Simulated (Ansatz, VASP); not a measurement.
**P in VASP and in Ansatz**

```
P
1.0
     3.44900    0.00000    0.00000
    -1.72450    2.98692    0.00000
     0.00000    0.00000   28.00000
P
2
Cartesian
  0.0000 1.9913 14.2670
  1.7245 0.9956 13.7330
```

Alike in both runs: task single point; functional PBE; dispersion D3(BJ); k mesh 9 × 9 × 1; occupations gaussian, width 0.02 eV; no spin polarisation.

|  | VASP | Ansatz |
| --- | --- | --- |
| version | VASP 6.6.1 | Ansatz 0.2.0 |
| potentials or method | VASP PAW PBE potentials, release 64 (P), cutoff 520 eV | scalar-relativistic, plane waves, PAW |
| valence electrons in the cell | 10 | 10 |

VASP gave:

| Quantity | Value |
| --- | --- |
| gap on the k mesh at the Fermi level (eV) | none |
| rms of the force components (eV/Å) | 1.505 |

Question: What did Ansatz give for the same quantities?

Answer: gap on the k mesh at the Fermi level (eV): none; rms of the force components (eV/Å): 1.469.

Atom by atom the forces differ by 0.036 eV/Å (rms over components). A gap of «none» marks a metal or a gap that the smearing closes.
